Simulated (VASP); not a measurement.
Input of a VASP 6.6.1 run:

Contents of INCAR:

```
SYSTEM = Al
PREC     = Accurate       ! precision mode
ENCUT    = 520            ! plane-wave cutoff, eV
EDIFF    = 1E-7           ! SCF threshold, eV
ISMEAR   = 0              ! smearing method
SIGMA    = 0.15           ! smearing width, eV
LREAL    = .FALSE.        ! projectors in reciprocal space
LASPH    = .TRUE.         ! aspherical terms in the spheres
NELM     = 80             ! most SCF steps
ALGO     = Fast           ! electronic algorithm
ISIF     = 2              ! what is computed and relaxed
LWAVE    = .FALSE.        ! write WAVECAR
LCHARG   = .FALSE.        ! write CHGCAR
GGA      = CA             ! functional
NBANDS   = 8              ! bands
```

File KPOINTS:

```
Automatic mesh
0
G
  22 22 22
  0 0 0
```

Contents of POSCAR:

```
Al
1.0
   -1.5304379976      1.5304379976      1.7771446028
    1.5304379976     -1.5304379976      1.7771446028
    1.5304379976      1.5304379976     -1.7771446028
Al
1
Direct
    0.0000000000      0.0000000000      0.0000000000
```

Potentials or basis: VASP PAW LDA potentials, release 64 (Al).

Run with:

```console
$ cat potpaw_LDA.64/Al/POTCAR > POTCAR
$ mpirun -np 1 vasp_std > vasp.out
```

Task: Predict the pressure.

Result: -2.3 GPa.

Stress tensor (GPa, compression positive):
```
-4.67  0.00  0.00
 0.00 -4.67  0.00
 0.00  0.00  2.38
```
